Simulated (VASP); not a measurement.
Wanted: the native input for a VASP 6.6.1 run.

| Item | Value |
| --- | --- |
| Task | electric field gradients |
| Functional | PBEsol |
| Potentials or basis | VASP PAW PBE potentials, release 64 (Cd, Ag) |
| Cutoff | 520 eV |
| k mesh | 8 × 14 × 14 |
| Occupations | fermi-dirac, width 0.05 eV |
| Spin | no spin polarisation |
| Dipole correction | no |
| Further INCAR settings | ALGO = Normal; EDIFF = 1e-08; NBANDS = 18 |

The structure of CdAg lies in POSCAR:

```
CdAg
1.0
    3.7290666496      0.0000000000      0.0000000000
    0.0000000000      1.1490241377      1.9913869654
    0.0000000000     -1.1490241377      1.9913869654
Cd Ag
1 1
Direct
    0.5000000000      0.6665541508      0.6665541508
    0.0000000000      0.3334458492      0.3334458492
```

This cell differs from its parent crystal: volume scaled by 0.45.

These files were run (other wordings do the same):

INCAR

```
PREC = Accurate ; ENCUT = 520
EDIFF = 1E-8 ; ISMEAR = -1
SIGMA = 0.05 ; LREAL = False
LASPH = True ; NELM = 100
ALGO = Normal ; ISIF = 2
LWAVE = False ; LCHARG = False
GGA = PS ; LEFG = True
NBANDS = 18
```

KPOINTS

```
regular mesh
0
Gamma
  8 14 14
```

Potentials or basis: VASP PAW PBE potentials, release 64 (Cd, Ag).

Command:

```bash
$ cat potpaw_PBE.64/Cd/POTCAR potpaw_PBE.64/Ag/POTCAR > POTCAR
$ mpirun -np 1 vasp_std > vasp.out
```

It gave:

- Pressure: 574.0 GPa

Caveat: without QUAD_EFG the Cq values of the log hold for a quadrupole moment of 1 mb, not for the nuclei; the PAW data sets were made with another functional, which shifts forces and pressure a little.

Wall time 31 s on 1 thread of Intel(R) Xeon(R) 6975P-C (Granite Rapids), with other jobs on the host, peak memory 0.2 GiB.
